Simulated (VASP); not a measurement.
The system is CoSi.

```
CELL_PARAMETERS angstrom
0.00000 2.66531 2.66531
2.66531 0.00000 2.66531
2.66531 2.66531 0.00000
ATOMIC_POSITIONS crystal
Co 0.00000 0.00000 0.00000
Co 0.50000 0.50000 0.50000
Si 0.25000 0.25000 0.25000
Si 0.75000 0.75000 0.75000
```

```yaml
Program: VASP 6.6.1
Task: relaxation of cell and atoms
Functional: RPBE
Potentials_or_basis: VASP PAW PBE potentials, release 64 (Co, Si)
Cutoff: 600 eV
k_mesh: 9 × 9 × 9
Occupations: gaussian, width 0.01 eV
Spin: collinear spin, ferrimagnetic start
Starting_moments: "[2.0, -1.0, 0.0, 0.0] μB"
Hubbard_terms: Co d U = 6.0 eV
```

At the start: pressure 31.7 GPa; volume 9.47 Å³/atom.

Q: Where does the relaxation end?

A: Over 7 steps the energy falls by 120.2 meV/atom and the volume is 13.98 Å³/atom (+47.6 %); space group Pm-3m (No. 221, to 0.1 Å) before and after; moment 3.70 μB per cell.

The path:
```tsv
step	energy change (eV)	largest force (eV/Å)	pressure (GPa)	volume (Å³)
1	0.0000	0.0000	31.75	37.87
2	-0.3604	0.0000	5.11	49.11
3	-0.4406	0.0000	3.32	52.40
4	-0.4445	0.0000	-3.79	59.43
5	-0.4795	0.0000	0.84	55.39
6	-0.4805	0.0000	-0.30	56.33
7	-0.4809	0.0000	0.11	55.91
```

Final structure:
```xyz
4
Lattice="0.0000 3.0349 3.0349 3.0349 0.0000 3.0349 3.0349 3.0349 0.0000" Properties=species:S:1:pos:R:3 pbc="T T T"
Co    0.0000    0.0000    0.0000
Co    3.0349    3.0349    3.0349
Si    1.5175    1.5175    1.5175
Si    4.5524    4.5524    4.5524
```

Caveat: the volume moved by over 15 % at a fixed basis, so the end points are rough; the PAW data sets were made with another functional, which shifts forces and pressure a little; the U is typed as a test and isn't derived for this compound.
